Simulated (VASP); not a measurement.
Here is a VASP 6.6.1 calculation.

INCAR

```
PREC = Accurate ; ENCUT = 520
EDIFF = 1E-7 ; ISMEAR = 0
SIGMA = 0.1 ; LREAL = False
LASPH = True ; NELM = 100
ALGO = Normal ; ISIF = 2
LWAVE = False ; LCHARG = False
LDIPOL = True ; IDIPOL = 3
DIPOL = 0.5 0.5 0.334 ; GGA = PS
NBANDS = 53
```

File KPOINTS:

```
Automatic mesh
0
Gamma
  6 6 1
```

The input POSCAR:

```
Mo6C
1.0
    4.4256825775      0.0000000000      0.0000000000
   -2.2128412887      3.8327535412      0.0000000000
    0.0000000000      0.0000000000     19.7247696083
Mo C
6 1
Direct
    0.6666666666      0.3333333333      0.2027907083
    0.3333333333      0.6666666667      0.2485904155
    0.0000000000      0.0000000000      0.2943901228
    0.6666666666      0.3333333333      0.3368101117
    0.3333333333      0.6666666667      0.3772266205
    0.0000000000      0.0000000000      0.4169767136
    0.2222222222      0.4444444444      0.4631124490
```

Potentials or basis: VASP PAW PBE potentials, release 64 (Mo_sv, C).

Launch:

```bash
$ cat potpaw_PBE.64/Mo_sv/POTCAR potpaw_PBE.64/C/POTCAR > POTCAR
$ mpirun -np 1 vasp_std > vasp.out
```

Question: What does it give for the largest force?

Answer: 3.234 eV/Å.

Question: Estimate the band gap on the k mesh.

Answer: Zero (bands 44 and 45 overlap by 0.16 eV).

Forces on the atoms (eV/Å):
```
Mo   0.000 -0.088  2.426
Mo   0.000 -0.034 -1.890
Mo   0.000  0.667 -2.273
Mo   0.000 -0.242 -1.306
Mo   0.000  1.228  0.140
Mo   0.000 -1.514  2.858
C    0.000 -0.016  0.046
```

Caveat: the PAW data sets were made with another functional, which shifts forces and pressure a little.
